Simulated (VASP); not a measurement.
## CsCl: single point with PBE

CsCl:

```
Cs Cl
1.0
     4.09712    0.00000    0.00000
     0.00000    4.13683    0.00000
     0.00000    0.00000    4.13683
Cs Cl
1 1
Direct
  0.00000 0.00000 0.00000
  0.50000 0.50000 0.50000
```

This cell differs from its parent crystal: uniaxial x strain -1.0%.

```
Program                : VASP 6.6.1
Task                   : single point
Functional             : PBE
Potentials or basis    : VASP PAW PBE potentials, release 64 (Cs_sv, Cl)
Cutoff                 : 500 eV
k mesh                 : 6 × 6 × 6
Occupations            : fermi-dirac, width 0.02 eV
Spin                   : no spin polarisation
Dipole correction      : no
Further INCAR settings : ALGO = Normal; EDIFF = 1e-06; NBANDS = 15
```

| Quantity | Value |
| --- | --- |
| Pressure | 1.0 GPa |
| Band gap on the k mesh | 5.24 eV, direct |

Stress tensor (GPa, compression positive):
```
1.20 0.00 0.00
0.00 0.92 0.00
0.00 0.00 0.92
```

Levels at points of the mesh, in eV from the valence-band top:
| k point | band 6 | band 7 | band 8 | band 9 | band 10 | band 11 |
| --- | --- | --- | --- | --- | --- | --- |
| (0.00, 0.00, 0.00) | -0.03 | -0.03 | 0.00 | 5.24 | 5.37 | 5.39 |
| (0.50, 0.00, 0.00) | -1.19 | -0.27 | -0.27 | 6.42 | 7.63 | 8.88 |
| (0.00, 0.50, 0.00) | -1.18 | -0.27 | -0.23 | 6.38 | 7.56 | 8.85 |
| (0.50, 0.50, 0.00) | -0.46 | -0.44 | -0.09 | 5.94 | 5.98 | 7.91 |
| (0.00, 0.50, 0.50) | -0.44 | -0.44 | -0.05 | 5.91 | 6.05 | 8.03 |
| (0.50, 0.50, 0.50) | -1.12 | -1.11 | -1.11 | 8.44 | 8.44 | 8.54 |

Run time: 19 s on 1 thread of Intel(R) Xeon(R) Platinum 8488C (Sapphire Rapids), on a shared host, peak memory 0.18 GiB.

Caveat: the cell differs from its parent crystal (uniaxial x strain -1.0%); spin-orbit coupling is left out, which moves the levels of the heavy elements. A k mesh can miss the band edges.
